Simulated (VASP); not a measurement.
Crystal: SiO2.

```
Si O
1.0
    -2.37405    2.37405    3.74400
     2.37405   -2.37405    3.74400
     2.37405    2.37405   -3.74400
Si O
2 4
Direct
  0.00000 0.00000 0.00000
  0.75000 0.25000 0.50000
  0.99838 0.62500 0.87338
  0.37500 0.24838 0.37338
  0.75162 0.12500 0.12662
  0.87500 0.00162 0.62662
```

```yaml
Program: VASP 6.6.1
Task: relaxation of cell and atoms
Functional: LDA
Potentials_or_basis: VASP PAW LDA potentials, release 64 (Si, O)
Cutoff: 600 eV
k_mesh: 8 × 8 × 8
Occupations: gaussian, width 0.02 eV
Spin: no spin polarisation
```

At the start: pressure -2.6 GPa; volume 14.07 Å³/atom.

Question: Where does the relaxation end?

Answer: Over 26 steps the energy falls by 7.5 meV/atom and the volume is 14.75 Å³/atom (+4.8 %); space group I-42d (No. 122, to 0.05 Å).

The path:
```tsv
step	energy change (eV)	largest force (eV/Å)	pressure (GPa)	volume (Å³)
1	0.0000	0.2583	-2.61	84.41
2	0.0113	0.2907	4.62	81.64
3	-0.0138	0.0302	0.35	83.21
4	-0.0181	0.0401	0.31	83.35
5	-0.0264	0.0688	0.20	83.73
6	-0.0232	0.1197	-0.08	84.43
7	-0.0283	0.0887	0.11	84.01
8	-0.0312	0.0563	0.41	84.32
9	-0.0363	0.0319	1.24	85.24
10	-0.0339	0.1642	2.59	87.09
11	-0.0370	0.0950	1.87	85.99
12	-0.0374	0.0923	1.82	86.07
13	-0.0385	0.0845	1.67	86.30
14	-0.0405	0.0683	1.38	86.76
15	-0.0434	0.0367	0.79	87.70
16	-0.0439	0.0268	-0.42	89.59
17	-0.0445	0.0023	0.12	88.75
18	-0.0445	0.0005	0.09	88.81
19	-0.0446	0.0005	0.08	88.79
20	-0.0447	0.0023	0.06	88.76
21	-0.0449	0.0062	0.00	88.68
22	-0.0451	0.0139	-0.12	88.54
23	-0.0451	0.0001	0.08	88.41
24	-0.0451	0.0036	0.03	88.44
25	-0.0451	0.0040	0.02	88.45
26	-0.0451	0.0048	-0.01	88.47
```

Final structure:
```
Si O
1.0
    -2.46338    2.46338    3.64482
     2.46338   -2.46338    3.64482
     2.46338    2.46338   -3.64482
Si O
2 4
Direct
  0.00000 0.00000 0.00000
  0.75000 0.25000 0.50000
  0.97478 0.62500 0.84978
  0.37500 0.22478 0.34978
  0.77522 0.12500 0.15022
  0.87500 0.02522 0.65022
```
